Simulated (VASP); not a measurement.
Set up this calculation in VASP 6.6.1, as the native input.

* Task: single point
* Functional: r2SCAN
* Potentials or basis: VASP PAW PBE potentials, release 64 (B_h, N_h)
* Cutoff: 1460 eV
* k mesh: 12 × 12 × 12
* Occupations: gaussian, width 0.05 eV
* Spin: no spin polarisation
* Dipole correction: no
* Further INCAR settings: ALGO = Normal; EDIFF = 1e-06; NBANDS = 11

BN:

```
CELL_PARAMETERS angstrom
0.00000 1.78581 1.81300
1.78581 0.00000 1.81300
1.78581 1.78581 0.00000
ATOMIC_POSITIONS crystal
B 0.00000 0.00000 0.00000
N 0.75000 0.75000 0.75000
```

This cell differs from its parent crystal: strain -0.015 along x and y, +0.000 along z.

One way to write it, as run:

POSCAR

```
BN
1.0
    0.0000000000      1.7858059850      1.8130010000
    1.7858059850      0.0000000000      1.8130010000
    1.7858059850      1.7858059850      0.0000000000
B N
1 1
Direct
    0.0000000000      0.0000000000      0.0000000000
    0.7500000000      0.7500000000      0.7500000000
```

INCAR.step1

```
PREC = Accurate ; ENCUT = 1460
ISMEAR = 0 ; SIGMA = 0.05
LREAL = F ; LASPH = T
NELM = 120 ; NBANDS = 11
GGA = PE ; ALGO = Normal
EDIFF = 1E-5 ; LWAVE = T
LCHARG = F ; GGA_COMPAT = F
```

INCAR.step2

```
PREC = Accurate ; ENCUT = 1460
EDIFF = 1E-6 ; ISMEAR = 0
SIGMA = 0.05 ; LREAL = F
LASPH = T ; NELM = 120
ALGO = Normal ; ISIF = 2
LWAVE = F ; LCHARG = F
METAGGA = R2SCAN ; LMIXTAU = T
NBANDS = 11 ; ISTART = 1
GGA_COMPAT = F
```

KPOINTS

```
Automatic mesh
0
Gamma
  12 12 12
```

Potentials or basis: VASP PAW PBE potentials, release 64 (B_h, N_h).

Run with:

```console
$ cat potpaw_PBE.64/B_h/POTCAR potpaw_PBE.64/N_h/POTCAR > POTCAR
$ cp INCAR.step1 INCAR
$ mpirun -np 1 vasp_std > vasp.out
$ cp INCAR.step2 INCAR
$ mpirun -np 1 vasp_std > vasp.out
```

It gave:

- Pressure: 6.3 GPa
- Band gap on the k mesh: 4.88 eV (least direct gap 9.57 eV)

Caveat: the cell differs from its parent crystal (strain -0.015 along x and y, +0.000 along z); the stress differs along the axes, from -1 to 10 GPa; the PAW data sets were made with another functional, which shifts forces and pressure a little.

Wall time 110 s on 1 thread of Intel(R) Xeon(R) Platinum 8488C (Sapphire Rapids), with other jobs on the host, peak memory 0.24 GiB.
